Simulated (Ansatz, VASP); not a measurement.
**One calculation of ScAl3N4, two programs**

The input INCAR:

```
SYSTEM = ScAl3N4
  ALGO = Normal
  EDIFF = 1E-6
  ENCUT = 520
  GGA = PS
  ISIF = 2
  ISMEAR = 0
  LASPH = .TRUE.
  LCHARG = .TRUE.
  LELF = .TRUE.
  LREAL = .FALSE.
  LVHAR = .TRUE.
  LWAVE = .FALSE.
  NBANDS = 30
  NELM = 60
  PREC = Accurate
  SIGMA = 0.01
```

KPOINTS

```
k-points
0
G
  10 8 10
  0 0 0
```

File POSCAR:

```
ScAl3N4
1.0
   -3.2085883332      0.0000000000      0.0000000000
    0.0000000000      5.6037523390     -0.0022451692
    1.6042941666     -2.7998414826     -5.0387629932
Sc Al N
1 3 4
Direct
    0.0295000000      0.3628333300      0.0590000000
    0.5295000000      0.8628333300      0.0590000000
    0.7795000000      0.4461666700      0.5590000000
    0.2795000000      0.9461666700      0.5590000000
    0.7795000000      0.1128333300      0.5590000000
    0.2795000000      0.6128333300      0.5590000000
    0.5295000000      0.1961666700      0.0590000000
    0.0295000000      0.6961666700      0.0590000000
```

Input for Ansatz:

```yaml
crystal:
  lattice:
    - [-3.2085883332, 0.0, 0.0]
    - [0.0, 5.603752339, -0.0022451692]
    - [1.6042941666, -2.7998414826, -5.0387629932]
  atoms:
    - { symbol: Sc, position: [0.0295, 0.36283333, 0.059] }
    - { symbol: Al, position: [0.5295, 0.86283333, 0.059] }
    - { symbol: Al, position: [0.7795, 0.44616667, 0.559] }
    - { symbol: Al, position: [0.2795, 0.94616667, 0.559] }
    - { symbol: "N", position: [0.7795, 0.11283333, 0.559] }
    - { symbol: "N", position: [0.2795, 0.61283333, 0.559] }
    - { symbol: "N", position: [0.5295, 0.19616667, 0.059] }
    - { symbol: "N", position: [0.0295, 0.69616667, 0.059] }
basis:
  ecutwfc: 420
  xc_grid: 2
kpoints:
  mp_grid: { grid: [10, 8, 10] }
hamiltonian:
  xc: pbesol
  pseudopotentials: { kind: paw, azcp: { folder: soft_1 } }
scf:
  occupations: { method: fixed }
output:
  forces: true
  stress: true
  eigenvalues: true
  polarization: {}
```

Change from the starting cell: polar distortion scaled by 0.00.

Alike in both runs: task single point; functional PBEsol; k mesh 10 × 8 × 10; no spin polarisation.

```csv
,VASP,Ansatz
version,VASP 6.6.1,Ansatz 0.2.0
potentials or method,"VASP PAW PBE potentials, release 64 (Sc_sv, Al, N), cutoff 520 eV","scalar-relativistic, plane waves, PAW"
occupations,"gaussian, width 0.01 eV",fixed
valence electrons in the cell,40,40
```

|  | VASP | Ansatz | Ansatz less VASP |
| --- | --- | --- | --- |
| gap on the k mesh at the Fermi level (eV) | 2.05 | 2.04 | -0.007 |
| least direct gap on the mesh (eV) | 2.05 | 2.04 | -0.007 |
| pressure (GPa) | 8.0 | 7.5 | -0.45 |
| traceless stress, the component that is largest in VASP (GPa) | -22.96 | -22.51 | +0.457 |
| rms of the force components (eV/Å) | 1.254 | 1.219 | -0.0353 |

VASP's potentials were made for PBE, not for PBEsol, and Ansatz warns of the same on its side. Atom by atom the forces differ by 0.036 eV/Å (rms over components).
